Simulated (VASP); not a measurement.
A run of VASP 6.6.1 is set up as follows.

The input INCAR:

```
SYSTEM = Sn
PREC = Accurate
ENCUT = 520
EDIFF = 1E-6
ISMEAR = -1
SIGMA = 0.1
LREAL = .False.
LASPH = .True.
NELM = 100
ALGO = Normal
ISIF = 2
LWAVE = .False.
LCHARG = .True.
GGA = PS
LELF = .True.
LVHAR = .True.
NBANDS = 21
```

The input KPOINTS:

```
regular mesh
0
Gamma
  11 11 11
  0 0 0
```

Contents of POSCAR:

```
Sn
1.0
    0.0000000000      3.2705549512      3.2705549512
    3.2705549512      0.0000000000      3.2705549512
    3.2705549512      3.2705549512      0.0000000000
Sn
2
Direct
    0.0000000000      0.0000000000      0.0000000000
    0.2500000000      0.2500000000      0.2500000000
```

Potentials or basis: VASP PAW PBE potentials, release 64 (Sn_d).

Launch:

```sh
$ cat potpaw_PBE.64/Sn_d/POTCAR > POTCAR
$ mpirun -np 1 vasp_std > vasp.out
```

(1) Predict the band gap on the k mesh.

(2) What does it give for the pressure?

Results:

(1) zero (bands 14 and 15 overlap by 0.18 eV).

(2) -0.1 GPa.

Caveat: the PAW data sets were made with another functional, which shifts forces and pressure a little; spin-orbit coupling is left out, which moves the levels of the heavy elements.
